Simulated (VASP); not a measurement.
Wanted: the native input for a VASP 6.6.1 run.

| Quantity | Value |
| --- | --- |
| Task | single point |
| Functional | PBE |
| Potentials or basis | VASP PAW PBE potentials, release 64 (O, Cd, S) |
| Cutoff | 520 eV |
| k mesh | 6 × 6 × 4 |
| Occupations | fermi-dirac, width 0.02 eV |
| Spin | no spin polarisation |
| Dipole correction | no |
| Further INCAR settings | ALGO = Normal; EDIFF = 1e-06; NBANDS = 26 |

The structure of Cd2SO lies in POSCAR:

```
Cd2SO
1.0
    3.9294461871      0.0000000000      0.0000000000
    0.0000000000      3.9294461871      0.0000000000
    0.0000000000      0.0000000000      5.4394592769
O Cd S
1 2 1
Direct
    0.0000000000      0.0000000000      0.0000000000
    0.0000000000      0.5000000000      0.7925351347
    0.5000000000      0.0000000000      0.2074648653
    0.5000000000      0.5000000000      0.5000000000
```

One way to write it, as run:

INCAR

```
SYSTEM = Cd2SO
  PREC = Accurate
  ENCUT = 520
  EDIFF = 1E-6
  ISMEAR = -1
  SIGMA = 0.02
  LREAL = .False.
  LASPH = .True.
  NELM = 100
  ALGO = Normal
  ISIF = 2
  LWAVE = .False.
  LCHARG = .False.
  GGA = PE
  NBANDS = 26
```

KPOINTS

```
regular mesh
0
Gamma
  6 6 4
  0 0 0
```

Potentials or basis: VASP PAW PBE potentials, release 64 (O, Cd, S).

Launch:

```bash
$ cat potpaw_PBE.64/O/POTCAR potpaw_PBE.64/Cd/POTCAR potpaw_PBE.64/S/POTCAR > POTCAR
$ mpirun -np 1 vasp_std > vasp.out
```

It gave:

```json
{"Pressure": "0.6 GPa", "Largest force": "0.019 eV/Å", "Band gap on the k mesh": "zero (filled and empty bands touch)"}
```

Caveat: semilocal functionals underestimate gaps, so a narrow gap can read as zero.

It took 74 s on 1 thread of Intel Xeon 8259CL (shared host), peak memory 0.21 GiB.
